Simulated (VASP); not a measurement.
# Ge (Im-3m) in VASP: further runs

Ge is run at these levels: LDA; tasks: single point.

Everything below comes from runs of VASP 6.6.1. Logs are shortened: lines on timing, memory, paths and dates and some standing lists are left out, and cuts for length are marked.

## Step 1: The cell of the first run

Symmetry: Im-3m, No. 229, cubic system. The conventional cell has a = 2.774 Å, b = 2.774 Å, c = 2.774 Å, α = 90.00°, β = 90.00°, γ = 90.00°. Ge (site symmetry m-3m) has 14 Ge at 2.40 to 2.77 Å within 3.2 Å.

## Step 2: Single point, LDA

Input file INCAR:

```
SYSTEM = Ge
ALGO = Normal
EDIFF = 1E-7
ENCUT = 520
ISIF = 2
ISMEAR = -1
LASPH = .TRUE.
LCHARG = .TRUE.
LELF = .TRUE.
LREAL = .FALSE.
LVHAR = .TRUE.
LWAVE = .FALSE.
NBANDS = 13
NELM = 60
PREC = Accurate
SIGMA = 0.08
```

Input file KPOINTS:

```
k-points
0
G
  19 19 19
  0 0 0
```

Input file POSCAR:

```
Ge
1.0
   -1.3872249136      1.3872249136      1.3872249136
    1.3872249136     -1.3872249136      1.3872249136
    1.3872249136      1.3872249136     -1.3872249136
Ge
1
Direct
    0.0000000000      0.0000000000      0.0000000000
```

Potentials or basis: VASP PAW LDA potentials, release 64 (Ge_d).

Command:

```sh
cat potpaw_LDA.64/Ge_d/POTCAR > POTCAR
mpirun -np 1 vasp_std > vasp.out
```

OUTCAR:

```text
SYSTEM = Ge
   EDIFF = 1E-7
   ENCUT = 520
   ISIF = 2
   ISMEAR = -1
   LASPH = .TRUE.
   LREAL = .FALSE.
   NELM = 60
   PREC = Accurate

 ion  position               nearest neighbor table
   1  0.000  0.000  0.000-

  LATTYP: Found a body centered cubic cell.
 ALAT       =     2.7744498272

  Lattice vectors:

 A1 = (  -1.3872249136,   1.3872249136,   1.3872249136)
 A2 = (   1.3872249136,  -1.3872249136,   1.3872249136)
 A3 = (   1.3872249136,   1.3872249136,  -1.3872249136)

Analysis of symmetry for initial positions (statically):
=====================================================================
 Subroutine PRICEL returns:
 Original cell was already a primitive cell.

 Routine SETGRP: Setting up the symmetry group for a
 body centered cubic supercell.

 Subroutine GETGRP returns: Found 48 space group operations
 (whereof 48 operations were pure point group operations)
 out of a pool of 48 trial point group operations.

The static configuration has the point symmetry O_h .

Analysis of symmetry for dynamics (positions and initial velocities):
=====================================================================
 Subroutine PRICEL returns:
 Original cell was already a primitive cell.

 Routine SETGRP: Setting up the symmetry group for a
 body centered cubic supercell.

 Subroutine GETGRP returns: Found 48 space group operations
 (whereof 48 operations were pure point group operations)
 out of a pool of 48 trial point group operations.

The dynamic configuration has the point symmetry O_h .

 Subroutine INISYM returns: Found 48 space group operations
 (whereof 48 operations are pure point group operations),
 and found     1 'primitive' translations

----------------------------------------------------------------------------------------

                                     Primitive cell

  volume of cell :      10.6783

  direct lattice vectors                    reciprocal lattice vectors
    -1.387224914  1.387224914  1.387224914     0.000000000  0.360431820  0.360431820
     1.387224914 -1.387224914  1.387224914     0.360431820  0.000000000  0.360431820
     1.387224914  1.387224914 -1.387224914     0.360431820  0.360431820  0.000000000

  length of vectors
     2.402744032  2.402744032  2.402744032     0.509727568  0.509727568  0.509727568

  position of ions in fractional coordinates (direct lattice)
     0.000000000  0.000000000  0.000000000

  ion indices of the primitive-cell ions
   primitive index   ion index
                 1           1

----------------------------------------------------------------------------------------

 KPOINTS: k-points

Automatic generation of k-mesh.
 Grid dimensions read from file:
 generate k-points for:   19   19   19

 Generating k-lattice:

  Cartesian coordinates                     Fractional coordinates (reciprocal lattice)
     0.000000000  0.018970096  0.018970096     0.052631579  0.000000000  0.000000000
     0.018970096  0.000000000  0.018970096     0.000000000  0.052631579  0.000000000
     0.018970096  0.018970096  0.000000000     0.000000000  0.000000000  0.052631579

  Length of vectors
     0.026827767  0.026827767  0.026827767

  Shift w.r.t. Gamma in fractional coordinates (k-lattice)
     0.000000000  0.000000000  0.000000000

 Subroutine IBZKPT returns following result:
 ===========================================

 Found    220 irreducible k-points:

 Following reciprocal coordinates:
            Coordinates               Weight
  0.000000  0.000000  0.000000      1.000000
  0.052632  0.000000  0.000000     12.000000
  0.105263  0.000000  0.000000     12.000000
  0.157895  0.000000  0.000000     12.000000
  0.210526  0.000000  0.000000     12.000000
  0.263158  0.000000  0.000000     12.000000
[... 16 lines left out ...]
  0.263158  0.105263  0.000000     48.000000
  0.315789  0.105263  0.000000     48.000000
 [... further k-points ...]
   k-points           NKPTS =    220   k-points in BZ     NKDIM =    220   number of bands    NBANDS=     13
   number of dos      NEDOS =    301   number of ions     NIONS =      1
   total plane-waves  NPLWV =   5832
   dimension x,y,z NGX =    18 NGY =   18 NGZ =   18
   dimension x,y,z NGXF=    36 NGYF=   36 NGZF=   36
   ions per type =               1
   NGX,Y,Z   is equivalent  to a cutoff of  12.45, 12.45, 12.45 a.u.
   NGXF,Y,Z  is equivalent  to a cutoff of  24.91, 24.91, 24.91 a.u.
 SYSTEM =  Ge
   PREC   = accura    normal or accurate (medium, high low for compatibility)
   ISTART =      0    job   : 0-new  1-cont  2-samecut
   ICHARG =      2    charge: 1-file 2-atom 10-const
   ISPIN  =      1    spin polarized calculation?
   LNONCOLLINEAR =      F non collinear calculations
   LSORBIT =      F    spin-orbit coupling
   LASPH  =      T    aspherical Exc in radial PAW
   ENCUT  =  520.0 eV  38.22 Ry    6.18 a.u.   4.47  4.47  4.47*2*pi/ulx,y,z
   NELM   =     60;   NELMIN=  2; NELMDL= -5     # of ELM steps
   EDIFF  = 0.1E-06   stopping-criterion for ELM
   LREAL  =      F    real-space projection
   EDIFFG = 0.1E-05   stopping-criterion for IOM
   NSW    =      0    number of steps for IOM
   IBRION =     -1    ionic relax: 0-MD 1-quasi-New 2-CG
   NFREE  =      0    steps in history (QN), initial steepest desc. (CG)
   ISIF   =      2    stress and relaxation
   ISYM   =      2    0-nonsym 1-usesym 2-fastsym
   POTIM  = 0.5000    time-step for ionic-motion
   TEBEG  =    0.0;   TEEND  =   0.0 temperature during run
   PSTRESS=    0.0 pullay stress
   NELECT =      14.0000    total number of electrons
   NUPDOWN=      -1.0000    fix difference up-down
   EMIN   =  10.00;   EMAX   =-10.00  energy-range for DOS
   EFERMI =   0.00;   METHOD = LEGACY
   ISMEAR =    -1;   SIGMA  =   0.08  broadening in eV -4-tet -1-fermi 0-gaus
   EFERMI_NEDOS =   21; number of points for ismear=-14 and -15
   IALGO  =     38    algorithm
   IMIX   =      4    mixing-type and parameters
     AMIX     =   0.40;   BMIX     =  1.00
     AMIX_MAG =   1.60;   BMIX_MAG =  1.00
  volume/ion in A,a.u.               =      10.68        72.06
  Fermi-wavevector in a.u.,A,eV,Ry     =   1.791777  3.385968 43.681027  3.210465
  Thomas-Fermi vector in A             =   2.854275
   LORBIT       =      0    0 simple, 1 ext, 2 COOP (PROOUT), +10 PAW based schemes
   GGA     = CA    functional components
   LHFCALC =     F    Hartree Fock is set to
   AEXX    =    0.0000 exact exchange contribution
   IVDW    =     0    specifies the selected vdW correction
   LEPSILON=     F    determine dielectric tensor
   LRPA    =     F    only Hartree local field effects (RPA)
 non-spin polarized calculation
  energy-cutoff  :      520.00
  volume of cell :       10.68
 maximum number of plane-waves:       321
 NGX is ok and might be reduce to    18
   NGX =  9   NGY =  9   NGZ =  9

 number of electron      14.0000017 magnetization

 Free energy of the ion-electron system (eV)
  ---------------------------------------------------
  ext. energy  EPLUGINS =         0.00000000
  ---------------------------------------------------
  free energy    TOTEN  =        -3.05706554 eV

  energy without entropy =       -3.04928939  energy(sigma->0) =       -3.05317746

 E-fermi :  14.5890     XC(G=0): -14.8087

 val. band max:       14.5665945804   @ k =  -0.4211  -0.4737   0.1579
 cond. band min:      14.5975097570   @ k =   0.2105   0.2105   0.0526
 fundamental gap:      0.0309151766
 Fermi energy:        14.5890176256

 k-point     1 :       0.0000    0.0000    0.0000
  band No.  band energies     occupation
      1     -11.1323      2.00000
      2     -11.1323      2.00000
      3     -11.1323      2.00000
      4     -10.7354      2.00000
      5     -10.7354      2.00000
      6      -4.8723      2.00000
      7      31.3885      0.00000
      8      31.3885      0.00000
      9      31.3885      0.00000
     10      34.6797      0.00000
     11      34.6797      0.00000
     12      34.6797      0.00000
     13      35.1209      0.00000

 k-point     2 :       0.0526    0.0000    0.0000
  band No.  band energies     occupation
      1     -11.1373      2.00000
      2     -11.1288      2.00000
      3     -11.1156      2.00000
      4     -10.7405      2.00000
      5     -10.7354      2.00000
      6      -4.7607      2.00000
      7      29.8613      0.00000
      8      30.4721      0.00000
      9      31.0311      0.00000
     10      33.2015      0.00000
     11      33.2031      0.00000
     12      34.3114      0.00000
     13      36.1562      0.00000

 k-point     3 :       0.1053    0.0000    0.0000
  band No.  band energies     occupation
      1     -11.1515      2.00000
      2     -11.1206      2.00000
      3     -11.0670      2.00000
      4     -10.7543      2.00000
      5     -10.7354      2.00000
      6      -4.4242      2.00000
      7      26.7529      0.00000
      8      28.8679      0.00000
      9      30.0455      0.00000
     10      31.7312      0.00000
     11      32.2647      0.00000
     12      34.2141      0.00000
     13      36.9337      0.00000
[... 305 lines left out ...]
 k-point    23 :       0.2632    0.1053    0.0000
  band No.  band energies     occupation
      1     -11.2425      2.00000
      2     -11.1508      2.00000
      3     -10.7970      2.00000
      4     -10.7494      2.00000
      5     -10.6886      2.00000
      6      -0.4250      2.00000
      7      14.5112      1.45150
      8      20.3883      0.00000
      9      24.1104      0.00000
     10      29.9150      0.00000
     11      33.0018      0.00000
     12      35.8292      0.00000
     13      43.0294      0.00000

 k-point    24 :       0.3158    0.1053    0.0000
  band No.  band energies     occupation
      1     -11.2655      2.00000
      2     -11.1787      2.00000
      3     -10.7837      2.00000
      4     -10.7461      2.00000
      5     -10.6168      2.00000
      6       1.0641      2.00000
      7      11.7812      2.00000
      8      19.6949      0.00000
      9      23.4426      0.00000
     10      29.4213      0.00000
     11      32.7685      0.00000
     12      36.9552      0.00000
     13      43.7459      0.00000

 [... further k-points ...]
[... 5 lines left out ...]
  --------------------------------------------------------------------------------------
  -------------------------------------------------------------------------------------
  Total        8.7583997      8.7583997      8.7583997      0.0000000     -0.0000000     -0.0000000
  in kB     1314.1190534   1314.1190534   1314.1190534      0.0000000     -0.0000000     -0.0000000
  external PRESSURE =    1314.1190534 kB  Pullay stress =       0.0000000 kB

 VOLUME and BASIS-vectors are now :
 -----------------------------------------------------------------------------
  energy-cutoff  :      520.00
  volume of cell :       10.68
      direct lattice vectors                 reciprocal lattice vectors
    -1.387224914  1.387224914  1.387224914     0.000000000  0.360431820  0.360431820
     1.387224914 -1.387224914  1.387224914     0.360431820  0.000000000  0.360431820
     1.387224914  1.387224914 -1.387224914     0.360431820  0.360431820  0.000000000

 POSITION                                       TOTAL-FORCE (eV/Angst)
 -----------------------------------------------------------------------------------
      0.00000      0.00000      0.00000        -0.000000      0.000000     -0.000000
 -----------------------------------------------------------------------------------
    total drift:                                0.000000      0.000000      0.000000

  FREE ENERGIE OF THE ION-ELECTRON SYSTEM (eV)
  ---------------------------------------------------
  free  energy   TOTEN  =        -3.0570655361 eV

  energy  without entropy=       -3.0492893912  energy(sigma->0) =       -3.05317746
```

Run time: 18 s. Hardware: 1 thread of Intel Xeon Platinum 8488C (Sapphire Rapids), shared host; peak memory 0.14 GiB.

Results:

```
Free energy            : -3.0571 eV
Pressure               : 131.4 GPa
Band gap on the k mesh : zero (band 7 reaches 31.39 eV, above the bottom of band 8 at 8.90 eV)
```

## Step 3: Single point, LDA

Edit INCAR of step 2 so:

```diff
@@ -4,2 +4,3 @@
 ENCUT = 520
+GGA = CA
 ISIF = 2
@@ -13,3 +14,3 @@
 NBANDS = 13
-NELM = 60
+NELM = 100
 PREC = Accurate
```

KPOINTS is that of step 2.

Input file POSCAR:

```
Ge
1.0
   -1.3874011610      1.3874011610      1.3874011610
    1.3874011610     -1.3874011610      1.3874011610
    1.3874011610      1.3874011610     -1.3874011610
Ge
1
Direct
    0.0000000000      0.0000000000      0.0000000000
```

Potentials or basis: VASP PAW LDA potentials, release 64 (Ge_d).

Command:

```sh
cat potpaw_LDA.64/Ge_d/POTCAR > POTCAR
mpirun -np 1 vasp_std > vasp.out
```

Run time: 19 s. Hardware: 1 thread of Intel Xeon Platinum 8488C (Sapphire Rapids), shared host; peak memory 0.13 GiB.

It converged, with:

* Free energy: -3.0604 eV
* Pressure: 131.2 GPa
* Band gap on the k mesh: zero (band 7 reaches 31.37 eV, above the bottom of band 8 at 8.90 eV)

Levels at points of the mesh, in eV from the Fermi level:
```csv
k point,band 4,band 5,band 6,band 7,band 8,band 9,band 10,band 11
"(0.00, 0.00, 0.00)",-25.32,-25.32,-19.46,16.79,16.79,16.79,20.09,20.09
```

## Step 4: Single point, LDA

This run uses another cell than the first one, of 17.86 Å³/atom, 1.673 times its volume.

Input file INCAR:

```
  PREC = Accurate
  ENCUT = 520
  EDIFF = 1E-7
  ISMEAR = -1
  SIGMA = 0.08
  LREAL = F
  LASPH = T
  NELM = 100
  ALGO = Normal
  ISIF = 2
  LWAVE = F
  LCHARG = F
  NBANDS = 13
```

Input file KPOINTS:

```
regular mesh
0
Gamma
  19 19 19
```

Input file POSCAR:

```
Ge
1.0
   -1.6466732002      1.6466732002      1.6466732002
    1.6466732002     -1.6466732002      1.6466732002
    1.6466732002      1.6466732002     -1.6466732002
Ge
1
Direct
    0.0000000000      0.0000000000      0.0000000000
```

Command:

```sh
cat potpaw_LDA.64/Ge_d/POTCAR > POTCAR
mpirun -np 1 vasp_std > vasp.out
```

It took 22 s on 1 thread of Intel Xeon Platinum 8488C (Sapphire Rapids), shared host; peak memory 0.16 GiB.

It converged, with:

| Quantity | Value |
| --- | --- |
| Free energy | -4.8896 eV |
| Pressure | 0.0 GPa |
| Band gap on the k mesh | zero (band 7 reaches 16.70 eV, above the bottom of band 8 at 3.97 eV) |

Levels at points of the mesh, in eV from the Fermi level:
| k point | band 3 | band 4 | band 5 | band 6 | band 7 | band 8 | band 9 | band 10 | band 11 | band 12 |
| --- | --- | --- | --- | --- | --- | --- | --- | --- | --- | --- |
| (0.00, 0.00, 0.00) | -24.83 | -24.73 | -24.73 | -13.60 | 9.61 | 9.61 | 9.61 | 15.46 | 15.46 | 15.46 |
